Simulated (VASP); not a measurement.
A run of VASP 6.6.1 is set up as follows.

Contents of INCAR:

```
SYSTEM = RbBi3
PREC = Accurate
ENCUT = 600
EDIFF = 1E-7
ISMEAR = 0
SIGMA = 0.1
LREAL = .False.
LASPH = .True.
NELM = 60
ALGO = Fast
ISIF = 3
LWAVE = .False.
LCHARG = .False.
GGA = PE
IBRION = 2
NSW = 100
EDIFFG = -0.01
```

File KPOINTS:

```
regular mesh
0
Gamma
  10 10 10
  0 0 0
```

The input POSCAR:

```
RbBi3
1.0
    5.0697962746      0.0000000000      0.0000000000
    0.0000000000      5.0697962746      0.0000000000
    0.0000000000      0.0000000000      5.0697962746
Rb Bi
1 3
Direct
    0.0000000000      0.0000000000      0.0000000000
    0.0000000000      0.5000000000      0.5000000000
    0.5000000000      0.0000000000      0.5000000000
    0.5000000000      0.5000000000      0.0000000000
```

Potentials or basis: VASP PAW PBE potentials, release 64 (Rb_sv, Bi_d).

Run with:

```sh
$ cat potpaw_PBE.64/Rb_sv/POTCAR potpaw_PBE.64/Bi_d/POTCAR > POTCAR
$ mpirun -np 1 vasp_std > vasp.out
```

(1) Estimate the relaxed cell.

(2) Estimate the relaxed volume.

## Answers

(1) a = 5.150 Å, b = 5.150 Å, c = 5.150 Å, α = 90.00°, β = 90.00°, γ = 90.00°.

(2) 34.15 Å³/atom.
